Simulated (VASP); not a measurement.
# Sc (P6_3/mmc) in VASP: notebook, part 3 of 3

VASP 6.6.1. The steps go on from the part before.

### 6 Single point, RPBE

This run uses another cell than the first one, of 25.00 Å³/atom.

Contents of INCAR:

```
SYSTEM = Sc
ALGO     = Normal         ! electronic algorithm
EDIFF    = 1E-6           ! SCF threshold, eV
ENCUT    = 520            ! plane-wave cutoff, eV
GGA      = RP             ! functional
ISIF     = 2              ! what is computed and relaxed
ISMEAR   = -1             ! smearing method
LASPH    = .TRUE.         ! aspherical terms in the spheres
LCHARG   = .FALSE.        ! write CHGCAR
LREAL    = .FALSE.        ! projectors in reciprocal space
LWAVE    = .FALSE.        ! write WAVECAR
NBANDS   = 18             ! bands
NELM     = 60             ! most SCF steps
PREC     = Accurate       ! precision mode
SIGMA    = 0.01           ! smearing width, eV
```

Contents of KPOINTS:

```
k-points
0
G
  8 8 5
  0 0 0
```

Contents of POSCAR:

```
Sc
1.0
    3.3090000000      0.0000000000      0.0000000000
   -1.6545000000      2.8657000000      0.0000000000
    0.0000000000      0.0000000000      5.2733000000
Sc
2
Direct
    0.3333333333      0.6666666667      0.2500000000
    0.6666666667      0.3333333333      0.7500000000
```

Potentials or basis: VASP PAW PBE potentials, release 64 (Sc_sv).

Command:

```console
$ cat potpaw_PBE.64/Sc_sv/POTCAR > POTCAR
$ mpirun -np 1 vasp_std > vasp.out
```

OUTCAR:

```text
SYSTEM = Sc
   EDIFF = 1E-6
   ENCUT = 520
   GGA = RP
   ISIF = 2
   ISMEAR = -1
   LASPH = .TRUE.
   LREAL = .FALSE.
   NELM = 60
   PREC = Accurate

 ion  position               nearest neighbor table
   1  0.333  0.667  0.250-   2 3.26   2 3.26   2 3.26   2 3.26   2 3.26   2 3.26
   2  0.667  0.333  0.750-   1 3.26   1 3.26   1 3.26   1 3.26   1 3.26   1 3.26

  LATTYP: Found a hexagonal cell.
 ALAT       =     3.3090000000
 C/A-ratio  =     1.5936234512

  Lattice vectors:

 A1 = (   3.3090000000,   0.0000000000,   0.0000000000)
 A2 = (  -1.6545000000,   2.8657000000,   0.0000000000)
 A3 = (   0.0000000000,   0.0000000000,   5.2733000000)

Analysis of symmetry for initial positions (statically):
=====================================================================
 Subroutine PRICEL returns:
 Original cell was already a primitive cell.

 Routine SETGRP: Setting up the symmetry group for a
 hexagonal supercell.

 Subroutine GETGRP returns: Found 24 space group operations
 (whereof 12 operations were pure point group operations)
 out of a pool of 24 trial point group operations.

The static configuration has the point symmetry D_3d.
 The point group associated with its full space group is D_6h.

Analysis of symmetry for dynamics (positions and initial velocities):
=====================================================================
 Subroutine PRICEL returns:
 Original cell was already a primitive cell.

 Routine SETGRP: Setting up the symmetry group for a
 hexagonal supercell.

 Subroutine GETGRP returns: Found 24 space group operations
 (whereof 12 operations were pure point group operations)
 out of a pool of 24 trial point group operations.

The dynamic configuration has the point symmetry D_3d.
 The point group associated with its full space group is D_6h.

 Subroutine INISYM returns: Found 24 space group operations
[... 106 lines left out ...]
   TEBEG  =    0.0;   TEEND  =   0.0 temperature during run
   PSTRESS=    0.0 pullay stress
   NELECT =      22.0000    total number of electrons
   NUPDOWN=      -1.0000    fix difference up-down
   EMIN   =  10.00;   EMAX   =-10.00  energy-range for DOS
   EFERMI =   0.00;   METHOD = LEGACY
   ISMEAR =    -1;   SIGMA  =   0.01  broadening in eV -4-tet -1-fermi 0-gaus
   EFERMI_NEDOS =   21; number of points for ismear=-14 and -15
   IALGO  =     38    algorithm
   IMIX   =      4    mixing-type and parameters
     AMIX     =   0.40;   BMIX     =  1.00
     AMIX_MAG =   1.60;   BMIX_MAG =  1.00
  volume/ion in A,a.u.               =      25.00       168.72
  Fermi-wavevector in a.u.,A,eV,Ry     =   1.245123  2.352942 21.093552  1.550332
  Thomas-Fermi vector in A             =   2.379360
   LORBIT       =      0    0 simple, 1 ext, 2 COOP (PROOUT), +10 PAW based schemes
   GGA     = RP    functional components
   LHFCALC =     F    Hartree Fock is set to
   AEXX    =    0.0000 exact exchange contribution
   IVDW    =     0    specifies the selected vdW correction
   LEPSILON=     F    determine dielectric tensor
   LRPA    =     F    only Hartree local field effects (RPA)
 non-spin polarized calculation
  energy-cutoff  :      520.00
  volume of cell :       50.00
 maximum number of plane-waves:      1387
 NGX is ok and might be reduce to    28
   NGX = 13   NGY = 13   NGZ = 19

 number of electron      21.9999999 magnetization

 Free energy of the ion-electron system (eV)
  ---------------------------------------------------
  ext. energy  EPLUGINS =         0.00000000
  ---------------------------------------------------
  free energy    TOTEN  =       -11.86633363 eV

  energy without entropy =      -11.86463834  energy(sigma->0) =      -11.86548599

 E-fermi :   3.7124     XC(G=0):  -9.7026

 val. band max:        3.7078407185   @ k =   0.2500   0.2500   0.4000
 cond. band min:       3.7530794888   @ k =   0.3750   0.2500   0.4000
 fundamental gap:      0.0452387704
 Fermi energy:         3.7124442320

 k-point     1 :       0.0000    0.0000    0.0000
  band No.  band energies     occupation
      1     -45.8907      2.00000
      2     -45.8308      2.00000
      3     -24.6217      2.00000
      4     -24.3094      2.00000
      5     -24.3094      2.00000
      6     -24.2538      2.00000
[... 481 lines left out ...]
      5     -24.3620      2.00000
      6     -24.3475      2.00000
[... 10 lines left out ...]
     17       7.2470      0.00000
     18       7.2691      0.00000

 [... further k-points ...]
[... 5 lines left out ...]
  --------------------------------------------------------------------------------------
  -------------------------------------------------------------------------------------
  Total        0.5304231      0.5304312      0.2341768      0.0000000     -0.0000000      0.0000000
  in kB       16.9950735     16.9953338      7.5031653      0.0000000     -0.0000000      0.0000000
  external PRESSURE =      13.8311909 kB  Pullay stress =       0.0000000 kB

 VOLUME and BASIS-vectors are now :
 -----------------------------------------------------------------------------
  energy-cutoff  :      520.00
  volume of cell :       50.00
      direct lattice vectors                 reciprocal lattice vectors
     3.309000000  0.000000000  0.000000000     0.302206105  0.174477440  0.000000000
    -1.654500000  2.865700000  0.000000000     0.000000000  0.348954880  0.000000000
     0.000000000  0.000000000  5.273300000     0.000000000  0.000000000  0.189634574

 POSITION                                       TOTAL-FORCE (eV/Angst)
 -----------------------------------------------------------------------------------
     -0.00000      1.91047      1.31832         0.000000     -0.000000      0.000000
      1.65450      0.95523      3.95498        -0.000000      0.000000      0.000000
 -----------------------------------------------------------------------------------
    total drift:                               -0.000000      0.000000     -0.000000

  FREE ENERGIE OF THE ION-ELECTRON SYSTEM (eV)
  ---------------------------------------------------
  free  energy   TOTEN  =       -11.8663336282 eV

  energy  without entropy=      -11.8646383426  energy(sigma->0) =      -11.86548599
```

OSZICAR:

```text
N       E                     dE             d eps       ncg     rms          rms(c)
DAV:   1     0.366218217085E+03    0.36622E+03   -0.10765E+04  1080   0.128E+03
DAV:   2     0.686407571819E+01   -0.35935E+03   -0.35232E+03  1360   0.541E+02
DAV:   3    -0.127648833262E+02   -0.19629E+02   -0.18921E+02  1796   0.152E+02
DAV:   4    -0.132134778157E+02   -0.44859E+00   -0.44545E+00  1682   0.197E+01
DAV:   5    -0.132184546131E+02   -0.49768E-02   -0.49737E-02  1856   0.229E+00    0.738E+00
DAV:   6    -0.120190871108E+02    0.11994E+01   -0.28074E+00  1416   0.185E+01    0.224E+00
DAV:   7    -0.118744954196E+02    0.14459E+00   -0.73682E-01  1460   0.867E+00    0.923E-01
DAV:   8    -0.118684349490E+02    0.60605E-02   -0.38372E-02  1462   0.237E+00    0.283E-01
DAV:   9    -0.118663050931E+02    0.21299E-02   -0.12951E-02  1484   0.122E+00    0.285E-02
DAV:  10    -0.118663401347E+02   -0.35042E-04   -0.25460E-04  1676   0.215E-01    0.159E-02
DAV:  11    -0.118663269238E+02    0.13211E-04   -0.22935E-05  1588   0.554E-02    0.669E-03
DAV:  12    -0.118663338551E+02   -0.69314E-05   -0.19447E-06  1018   0.137E-02    0.146E-03
DAV:  13    -0.118663336282E+02    0.22696E-06   -0.19666E-07   736   0.956E-03
   1 F= -.11866334E+02 E0= -.11865486E+02  d E =-.169529E-02
```

Wall time 34 s (1 thread of Intel Xeon Platinum 8375C at 2.90GHz (Ice Lake), shared host); peak memory 0.18 GiB.

Results:

```
Free energy            : -11.8663 eV
Pressure               : 1.4 GPa
Band gap on the k mesh : zero (bands 11 and 12 overlap by 1.14 eV)
```

Caveat: the PAW data sets were made with another functional, which shifts forces and pressure a little.

### 7 The runs side by side

| cell | gap on the mesh (eV) | pressure (GPa) |
| --- | --- | --- |
| a = 3.195, b = 3.195, c = 5.091 Å, angles 90.0, 90.0, 120.0°, 2 atoms | none | 8.4 |
| a = 3.224, b = 3.224, c = 5.138 Å, angles 90.0, 90.0, 120.0°, 2 atoms | none | 6.3 |
| a = 3.253, b = 3.253, c = 5.184 Å, angles 90.0, 90.0, 120.0°, 2 atoms | none | 4.5 |
| a = 3.281, b = 3.281, c = 5.229 Å, angles 90.0, 90.0, 120.0°, 2 atoms | none | 2.9 |
| a = 3.309, b = 3.309, c = 5.273 Å, angles 90.0, 90.0, 120.0°, 2 atoms | none | 1.4 |

Alike in all rows: task single point; level RPBE; potentials or basis VASP PAW PBE potentials, release 64 (Sc_sv); no spin polarisation; k mesh 8 × 8 × 5; cutoff (eV) 520; smearing fermi-dirac 0.01 eV.

Caveats: the PAW data sets were made with another functional, which shifts forces and pressure a little; the cell stands under pressure (at least some runs).

Total energies depend on the potentials used, so only differences within one code and one set of settings carry meaning.

The gap in the log of VASP goes by the Fermi energy; the results here count the filled bands.